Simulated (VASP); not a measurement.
Set up this calculation in VASP 6.6.1, as the native input.

```yaml
Task: single point
Functional: PBEsol
Potentials_or_basis: VASP PAW PBE potentials, release 64 (C)
Cutoff: 520 eV
k_mesh: 18 × 18 × 6
Occupations: gaussian, width 0.15 eV
Spin: no spin polarisation
Dipole_correction: no
Further_INCAR_settings: ALGO = Normal; EDIFF = 1e-06; NBANDS = 16
```

The structure of C lies in POSCAR:

```
C
1.0
    1.2294746187     -2.0296566851      0.0000000000
    1.2294746187      2.0296566851      0.0000000000
    0.0000000000      0.0000000000      7.3778182888
C
4
Direct
    0.0833216498      0.9166783502      0.7498439858
    0.5833216498      0.4166783502      0.2501560142
    0.9166783502      0.0833216498      0.2501560142
    0.4166783502      0.5833216498      0.7498439858
```

This cell differs from its parent crystal: normal strain along x +0.0000, normal strain along y -0.0467.

The input as run:

INCAR

```
PREC = Accurate ; ENCUT = 520
EDIFF = 1E-6 ; ISMEAR = 0
SIGMA = 0.15 ; LREAL = F
LASPH = T ; NELM = 100
ALGO = Normal ; ISIF = 2
LWAVE = F ; LCHARG = T
GGA = PS ; LELF = T
LVHAR = T ; NBANDS = 16
```

KPOINTS

```
Automatic mesh
0
Gamma
  18 18 6
```

Potentials or basis: VASP PAW PBE potentials, release 64 (C).

Command:

```console
$ cat potpaw_PBE.64/C/POTCAR > POTCAR
$ mpirun -np 1 vasp_std > vasp.out
```

It gave:

```
Pressure               : 21.6 GPa
Largest force          : 0.990 eV/Å
Band gap on the k mesh : 0.18 eV
```

Caveat: the cell differs from its parent crystal (normal strain along x +0.0000, normal strain along y -0.0467); the PAW data sets were made with another functional, which shifts forces and pressure a little; this functional lacks dispersion, which binds the layers, so the pressure and a relaxed spacing across them are unreliable.

It took 2.3 min on 1 thread of Intel Xeon 6975P-C, on a shared host, peak memory 0.26 GiB.
